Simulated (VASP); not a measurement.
Wanted: the native input for a VASP 6.6.1 run.

```yaml
Task: relaxation of cell and atoms
Functional: PBE
Potentials_or_basis: VASP PAW PBE potentials, release 64 (Ti_sv, Ge_d, Mo_sv)
Cutoff: 600 eV
k_mesh: 12 × 12 × 6
Occupations: gaussian, width 0.1 eV
Spin: no spin polarisation
Dipole_correction: no
Further_INCAR_settings: ALGO = Normal; EDIFF = 1e-06; IBRION = 2; EDIFFG = -0.01; NSW = 100; ISIF = 3
```

The structure of TiGe4Mo lies in POSCAR:

```
TiGe4Mo
1.0
    3.3387941000      0.0000000000      0.0000000000
    0.0000000000      3.3387941000      0.0000000000
    0.0000000000      0.0000000000      8.4967963000
Ti Ge Mo
1 4 1
Direct
    0.5000000000      0.5000000000      0.5000000000
    0.0000000000      0.0000000000      0.6665090000
    0.5000000000      0.5000000000      0.1599250000
    0.0000000000      0.0000000000      0.3334910000
    0.5000000000      0.5000000000      0.8400750000
    0.0000000000      0.0000000000      0.0000000000
```

The input as run:

INCAR

```
SYSTEM = TiGe4Mo
ALGO = Normal
EDIFF = 1E-6
EDIFFG = -0.01
ENCUT = 600
GGA = PE
IBRION = 2
ISIF = 3
ISMEAR = 0
LASPH = .True.
LCHARG = .False.
LREAL = .False.
LWAVE = .False.
NELM = 60
NSW = 100
PREC = Accurate
SIGMA = 0.1
```

KPOINTS

```
k-points
0
Gamma
  12 12 6
  0 0 0
```

Potentials or basis: VASP PAW PBE potentials, release 64 (Ti_sv, Ge_d, Mo_sv).

The run is started by

```bash
$ cat potpaw_PBE.64/Ti_sv/POTCAR potpaw_PBE.64/Ge_d/POTCAR potpaw_PBE.64/Mo_sv/POTCAR > POTCAR
$ mpirun -np 1 vasp_std > vasp.out
```

It gave:

```yaml
Relaxed_volume: 15.81 Å³/atom
Relaxed_cell: a = 3.340 Å, b = 3.340 Å, c = 8.501 Å, α = 90.00°, β = 90.00°, γ = 90.00°
Space_group_after_relaxing_to_0.05_Å: P4/mmm (No. 123)
Energy_gained_by_relaxing: 0.0 meV/atom
Ionic_steps: 3
Pressure_after_relaxing: 0.0 GPa
Largest_force_after_relaxing: 0.006 eV/Å
Band_gap_on_the_k_mesh: zero (band 41 reaches 9.69 eV, above the bottom of band 42 at 7.94 eV)
```

Run time: 24 min on 1 thread of Intel Xeon 6975P-C, on a shared host, peak memory 0.64 GiB.
